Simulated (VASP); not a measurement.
# GaSb (F-43m) in VASP: relaxation of cell and atoms with PBEsol

Aim: the relaxation of cell and atoms of GaSb with PBEsol.

Program: VASP 6.6.1. These are calculated values, not measurements. Logs are shortened: lines on timing, memory, paths and dates and some standing lists are left out, and cuts for length are marked.

### Step 1. The cell of the first run

Symmetry: F-43m, No. 216, cubic system. The conventional cell has a = 6.118 Å, b = 6.118 Å, c = 6.118 Å, α = 90.00°, β = 90.00°, γ = 90.00°. Within 3.5 Å of Ga (site symmetry -43m) lie 4 Sb at 2.65 Å. Sb (site symmetry -43m) has 4 Ga at 2.65 Å within 3.5 Å.

### Step 2. Relaxation of cell and atoms, PBEsol

File INCAR:

```
ALGO = Normal
EDIFF = 1E-6
EDIFFG = -0.002
ENCUT = 600
GGA = PS
IBRION = 2
ISIF = 3
ISMEAR = -1
LASPH = True
LCHARG = False
LREAL = False
LWAVE = False
NELM = 80
NSW = 100
PREC = Accurate
SIGMA = 0.1
```

File KPOINTS:

```
k-points
0
Gamma
  14 14 14
```

File POSCAR:

```
GaSb
1.0
    0.0000000000      3.0590000000      3.0590000000
    3.0590000000      0.0000000000      3.0590000000
    3.0590000000      3.0590000000      0.0000000000
Ga Sb
1 1
Direct
    0.0000000000      0.0000000000      0.0000000000
    0.7500000000      0.7500000000      0.7500000000
```

Potentials or basis: VASP PAW PBE potentials, release 64 (Ga_d, Sb).

Command:

```sh
$ cat potpaw_PBE.64/Ga_d/POTCAR potpaw_PBE.64/Sb/POTCAR > POTCAR
$ mpirun -np 1 vasp_std > vasp.out
```

OUTCAR:

```text
EDIFF = 1E-6
   EDIFFG = -0.002
   ENCUT = 600
   GGA = PS
   IBRION = 2
   ISIF = 3
   ISMEAR = -1
   LASPH = True
   LREAL = False
   NELM = 80
   NSW = 100
   PREC = Accurate

 ion  position               nearest neighbor table
   1  0.000  0.000  0.000-   2 2.65   2 2.65   2 2.65   2 2.65
   2  0.750  0.750  0.750-   1 2.65   1 2.65   1 2.65   1 2.65

  LATTYP: Found a face centered cubic cell.
 ALAT       =     6.1180000000

  Lattice vectors:

 A1 = (   0.0000000000,   3.0590000000,   3.0590000000)
 A2 = (   3.0590000000,   0.0000000000,   3.0590000000)
 A3 = (   3.0590000000,   3.0590000000,   0.0000000000)

Analysis of symmetry for initial positions (statically):
=====================================================================
 Subroutine PRICEL returns:
 Original cell was already a primitive cell.

 Routine SETGRP: Setting up the symmetry group for a
 face centered cubic supercell.

 Subroutine GETGRP returns: Found 24 space group operations
 (whereof 24 operations were pure point group operations)
 out of a pool of 48 trial point group operations.

The static configuration has the point symmetry T_d .

Analysis of symmetry for dynamics (positions and initial velocities):
=====================================================================
 Subroutine PRICEL returns:
 Original cell was already a primitive cell.

 Routine SETGRP: Setting up the symmetry group for a
 face centered cubic supercell.

 Subroutine GETGRP returns: Found 24 space group operations
 (whereof 24 operations were pure point group operations)
 out of a pool of 48 trial point group operations.

The dynamic configuration has the point symmetry T_d .

 Subroutine INISYM returns: Found 24 space group operations
 (whereof 24 operations are pure point group operations),
 and found     1 'primitive' translations

----------------------------------------------------------------------------------------

                                     Primitive cell

  volume of cell :      57.2491

  direct lattice vectors                    reciprocal lattice vectors
     0.000000000  3.059000000  3.059000000    -0.163452109  0.163452109  0.163452109
     3.059000000  0.000000000  3.059000000     0.163452109 -0.163452109  0.163452109
     3.059000000  3.059000000  0.000000000     0.163452109  0.163452109 -0.163452109

  length of vectors
     4.326079287  4.326079287  4.326079287     0.283107357  0.283107357  0.283107357

  position of ions in fractional coordinates (direct lattice)
     0.000000000  0.000000000  0.000000000
     0.750000000  0.750000000  0.750000000

  ion indices of the primitive-cell ions
   primitive index   ion index
                 1           1
                 2           2

----------------------------------------------------------------------------------------

 KPOINTS: k-points

Automatic generation of k-mesh.
 Grid dimensions read from file:
 generate k-points for:   14   14   14

 Generating k-lattice:

  Cartesian coordinates                     Fractional coordinates (reciprocal lattice)
    -0.011675151  0.011675151  0.011675151     0.071428571  0.000000000  0.000000000
     0.011675151 -0.011675151  0.011675151     0.000000000  0.071428571  0.000000000
     0.011675151  0.011675151 -0.011675151     0.000000000  0.000000000  0.071428571

  Length of vectors
     0.020221954  0.020221954  0.020221954

  Shift w.r.t. Gamma in fractional coordinates (k-lattice)
     0.000000000  0.000000000  0.000000000

 Subroutine IBZKPT returns following result:
 ===========================================

 Found    104 irreducible k-points:

 Following reciprocal coordinates:
            Coordinates               Weight
  0.000000  0.000000  0.000000      1.000000
  0.071429  0.000000  0.000000      8.000000
  0.142857  0.000000  0.000000      8.000000
  0.214286  0.000000  0.000000      8.000000
  0.285714  0.000000  0.000000      8.000000
  0.357143  0.000000  0.000000      8.000000
[... 16 lines left out ...]
  0.214286  0.142857  0.000000     24.000000
  0.285714  0.142857  0.000000     24.000000
 [... further k-points ...]
   k-points           NKPTS =    104   k-points in BZ     NKDIM =    104   number of bands    NBANDS=     13
   number of dos      NEDOS =    301   number of ions     NIONS =      2
   total plane-waves  NPLWV =  46656
   dimension x,y,z NGX =    36 NGY =   36 NGZ =   36
   dimension x,y,z NGXF=    72 NGYF=   72 NGZF=   72
   ions per type =               1   1
   NGX,Y,Z   is equivalent  to a cutoff of  13.83, 13.83, 13.83 a.u.
   NGXF,Y,Z  is equivalent  to a cutoff of  27.67, 27.67, 27.67 a.u.
 SYSTEM =  unknown system
   PREC   = accura    normal or accurate (medium, high low for compatibility)
   ISTART =      0    job   : 0-new  1-cont  2-samecut
   ICHARG =      2    charge: 1-file 2-atom 10-const
   ISPIN  =      1    spin polarized calculation?
   LNONCOLLINEAR =      F non collinear calculations
   LSORBIT =      F    spin-orbit coupling
   LASPH  =      T    aspherical Exc in radial PAW
   ENCUT  =  600.0 eV  44.10 Ry    6.64 a.u.   8.64  8.64  8.64*2*pi/ulx,y,z
   NELM   =     80;   NELMIN=  2; NELMDL= -5     # of ELM steps
   EDIFF  = 0.1E-05   stopping-criterion for ELM
   LREAL  =      F    real-space projection
   EDIFFG = -.2E-02   stopping-criterion for IOM
   NSW    =    100    number of steps for IOM
   IBRION =      2    ionic relax: 0-MD 1-quasi-New 2-CG
   NFREE  =      1    steps in history (QN), initial steepest desc. (CG)
   ISIF   =      3    stress and relaxation
   ISYM   =      2    0-nonsym 1-usesym 2-fastsym
   POTIM  = 0.5000    time-step for ionic-motion
   TEBEG  =    0.0;   TEEND  =   0.0 temperature during run
   PSTRESS=    0.0 pullay stress
   NELECT =      18.0000    total number of electrons
   NUPDOWN=      -1.0000    fix difference up-down
   EMIN   =  10.00;   EMAX   =-10.00  energy-range for DOS
   EFERMI =   0.00;   METHOD = LEGACY
   ISMEAR =    -1;   SIGMA  =   0.10  broadening in eV -4-tet -1-fermi 0-gaus
   EFERMI_NEDOS =   21; number of points for ismear=-14 and -15
   IALGO  =     38    algorithm
   IMIX   =      4    mixing-type and parameters
     AMIX     =   0.40;   BMIX     =  1.00
     AMIX_MAG =   1.60;   BMIX_MAG =  1.00
  volume/ion in A,a.u.               =      28.62       193.17
  Fermi-wavevector in a.u.,A,eV,Ry     =   1.113208  2.103657 16.860766  1.239231
  Thomas-Fermi vector in A             =   2.249790
   LORBIT       =      0    0 simple, 1 ext, 2 COOP (PROOUT), +10 PAW based schemes
   GGA     = PS    functional components
   LHFCALC =     F    Hartree Fock is set to
   AEXX    =    0.0000 exact exchange contribution
   IVDW    =     0    specifies the selected vdW correction
   LEPSILON=     F    determine dielectric tensor
   LRPA    =     F    only Hartree local field effects (RPA)
 conjugate gradient relaxation of ions
 non-spin polarized calculation
  energy-cutoff  :      600.00
  volume of cell :       57.25
 maximum number of plane-waves:      1932
   NGX = 17   NGY = 17   NGZ = 17

--------------------------------------- Ionic step        1  -------------------------------------------

 number of electron      18.0000006 magnetization

 Free energy of the ion-electron system (eV)
  ---------------------------------------------------
  ext. energy  EPLUGINS =         0.00000000
  ---------------------------------------------------
  free energy    TOTEN  =        -8.15594190 eV

  energy without entropy =       -8.15446357  energy(sigma->0) =       -8.15520274

------------------------ aborting loop because EDIFF is reached ----------------------------------------

  FORCE on cell =-STRESS in cart. coord.  units (eV):
  Direction    XX          YY          ZZ          XY          YZ          ZX
  --------------------------------------------------------------------------------------
  -------------------------------------------------------------------------------------
  Total       -0.0312732     -0.0312732     -0.0312732     -0.0000000     -0.0000000     -0.0000000
  in kB       -0.8752147     -0.8752147     -0.8752147     -0.0000000     -0.0000000     -0.0000000
  external PRESSURE =      -0.8752147 kB  Pullay stress =       0.0000000 kB
[... 165 lines left out ...]
  energy  without entropy=       -8.1545046618  energy(sigma->0) =       -8.15523484

--------------------------------------- Ionic step        6  -------------------------------------------

 number of electron      18.0000006 magnetization

 Free energy of the ion-electron system (eV)
  ---------------------------------------------------
  ext. energy  EPLUGINS =         0.00000000
  ---------------------------------------------------
  free energy    TOTEN  =        -8.15596476 eV

  energy without entropy =       -8.15450500  energy(sigma->0) =       -8.15523488

 E-fermi :   4.9259     XC(G=0):  -9.2751

 val. band max:        4.7518738549   @ k =   0.0000   0.0000   0.0000
 cond. band min:       5.0991545138   @ k =   0.5000   0.0000   0.0000
 fundamental gap:      0.3472806588
 Fermi energy:         4.9259227715

 k-point     1 :       0.0000    0.0000    0.0000
  band No.  band energies     occupation
      1     -10.2503      2.00000
      2     -10.2503      2.00000
      3     -10.2503      2.00000
      4     -10.1996      2.00000
      5     -10.1996      2.00000
      6      -6.7684      2.00000
      7       4.7478      1.71175
      8       4.7478      1.71175
      9       4.7478      1.71175
     10       4.7519      1.70150
     11       7.5059      0.00000
     12       7.5059      0.00000
     13       7.5059      0.00000
[... 353 lines left out ...]
 k-point    24 :       0.2857    0.1429    0.0000
  band No.  band energies     occupation
      1     -10.2701      2.00000
      2     -10.2415      2.00000
      3     -10.2406      2.00000
      4     -10.2029      2.00000
      5     -10.1983      2.00000
      6      -6.0227      2.00000
      7       0.6749      2.00000
      8       3.2449      2.00000
      9       3.3987      2.00000
     10       6.5377      0.00000
     11       7.5796      0.00000
     12       9.4106      0.00000
     13       9.4403      0.00000

 [... further k-points ...]
[... 5 lines left out ...]
  --------------------------------------------------------------------------------------
  -------------------------------------------------------------------------------------
  Total       -0.0032475     -0.0032475     -0.0032475      0.0000000      0.0000000     -0.0000000
  in kB       -0.0910485     -0.0910485     -0.0910485      0.0000000      0.0000000     -0.0000000
  external PRESSURE =      -0.0910485 kB  Pullay stress =       0.0000000 kB
[... 17 lines left out ...]
  FREE ENERGIE OF THE ION-ELECTRON SYSTEM (eV)
  ---------------------------------------------------
  free  energy   TOTEN  =        -8.1559647559 eV

  energy  without entropy=       -8.1545049999  energy(sigma->0) =       -8.15523488

 reached required accuracy - stopping structural energy minimisation
```

It took 2.5 min on 1 thread of Intel Xeon Platinum 8375C at 2.90GHz (Ice Lake), shared host; peak memory 0.28 GiB.

Results:

| Property | Result |
| --- | --- |
| Free energy | -8.1560 eV |
| Relaxed volume | 28.57 Å³/atom |
| Relaxed cell | a = 4.323 Å, b = 4.323 Å, c = 4.323 Å, α = 60.00°, β = 60.00°, γ = 60.00° |
| Space group after relaxing (to 0.05 Å) | F-43m (No. 216) |
| Energy gained by relaxing | 0.0 meV/atom |
| Ionic steps | 6 |
| Pressure after relaxing | 0.0 GPa |

Final structure:
```
Ga Sb
1.0
     0.00000    3.05716    3.05716
     3.05716    0.00000    3.05716
     3.05716    3.05716    0.00000
Ga Sb
1 1
Direct
  0.00000 0.00000 0.00000
  0.75000 0.75000 0.75000
```

Caveat: the PAW data sets were made with another functional, which shifts forces and pressure a little; spin-orbit coupling is left out, which moves the levels of the heavy elements.
